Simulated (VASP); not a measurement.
Te, 1 atom in the cell. The structure is cubic, space group Im-3m (No. 229). Conventional cell: a = 3.263 Å, b = 3.263 Å, c = 3.263 Å, α = 90.00°, β = 90.00°, γ = 90.00°. Te (site symmetry m-3m) has 14 Te at 2.83 to 3.26 Å within 3.7 Å. This isn't the form of Te at room conditions, which is trigonal, of chains.

* Program: VASP 6.6.1
* Task: relaxation of cell and atoms
* Functional: PBE
* Potentials or basis: VASP PAW PBE potentials, release 64 (Te)
* Cutoff: 600 eV
* k mesh: 16 × 16 × 16
* Occupations: fermi-dirac, width 0.08 eV
* Spin: no spin polarisation
* Target pressure: 87 GPa
* Dipole correction: no
* Further INCAR settings: ALGO = Normal; EDIFF = 1e-06; IBRION = 2; EDIFFG = -0.005; NSW = 32; ISIF = 3

Potentials or basis: VASP PAW PBE potentials, release 64 (Te).

Command:

```bash
$ cat potpaw_PBE.64/Te/POTCAR > POTCAR
$ mpirun -np 1 vasp_std > vasp.out
```

Hardware: 1 thread of AMD EPYC 7R13, with other jobs on the host.

Task: How long does it take, and how much memory?

Result: It took 71 s on 1 thread of AMD EPYC 7R13 (shared host), peak memory 0.13 GiB. Counts: scf iterations 19, k points 145, ion steps 3.
